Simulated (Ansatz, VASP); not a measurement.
# One calculation of Li2Nb, two programs

Contents of INCAR:

```
PREC     = Accurate       # precision mode
ENCUT    = 520            # plane-wave cutoff, eV
EDIFF    = 1E-7           # SCF threshold, eV
ISMEAR   = -1             # smearing method
SIGMA    = 0.05           # smearing width, eV
LREAL    = False          # projectors in reciprocal space
LASPH    = True           # aspherical terms in the spheres
NELM     = 80             # most SCF steps
ALGO     = Normal         # electronic algorithm
ISIF     = 2              # what is computed and relaxed
LWAVE    = False          # write WAVECAR
LCHARG   = True           # write CHGCAR
GGA      = PE             # functional
LELF     = True           # ELF
LVHAR    = True         
NBANDS   = 16             # bands
```

The input KPOINTS:

```
Automatic mesh
0
Gamma
  11 11 5
```

File POSCAR:

```
Li2Nb
1.0
    2.7433442316      0.0000000000      0.0000000000
   -1.3716721158      2.3758057905      0.0000000000
    0.0000000000      0.0000000000      5.5130081941
Li Nb
2 1
Direct
    0.0000000000      0.0000000000      0.1605760300
    0.0000000000      0.0000000000      0.8394239700
    0.0000000000      0.0000000000      0.5000000000
```

The input input.yaml:

```yaml
crystal:
  lattice:
    - [2.7433442316, 0.0, 0.0]
    - [-1.3716721158, 2.3758057905, 0.0]
    - [0.0, 0.0, 5.5130081941]
  atoms:
    - { symbol: Li, position: [0.0, 0.0, 0.16057603] }
    - { symbol: Li, position: [0.0, 0.0, 0.83942397] }
    - { symbol: Nb, position: [0.0, 0.0, 0.5] }
kpoints:
  mp_grid: { grid: [11, 11, 5] }
scf:
  occupations: { method: fermi_dirac, width: 0.05 }
hamiltonian:
  xc: pbe
  pseudopotentials: { kind: all_electron, lapw: { basis_error: 0.001 } }
output:
  forces: true
  stress: true
  eigenvalues: true
```

Change from the starting cell: volume scaled by 0.96.

Alike in both runs: task single point; functional PBE; k mesh 11 × 11 × 5; occupations fermi-dirac, width 0.05 eV; no spin polarisation.

```csv
,VASP,Ansatz
version,VASP 6.6.1,Ansatz 0.2.0
potentials or method,"VASP PAW PBE potentials, release 64 (Li_sv, Nb_sv), cutoff 520 eV","all-electron LAPW, scalar-relativistic"
```

Ansatz gave:

* gap on the k mesh at the Fermi level (eV): none
* rms of the force components (eV/Å): 1.739

Estimate VASP's values.

gap on the k mesh at the Fermi level (eV): none; rms of the force components (eV/Å): 1.771.

Atom by atom the forces differ by 0.032 eV/Å (rms over components). A gap of «none» marks a metal or a gap that the smearing closes. Ansatz ran all-electron here, and VASP with PAW potentials.

Noted on VASP's run: the cutoff is short for stress, so the pressure is rough.
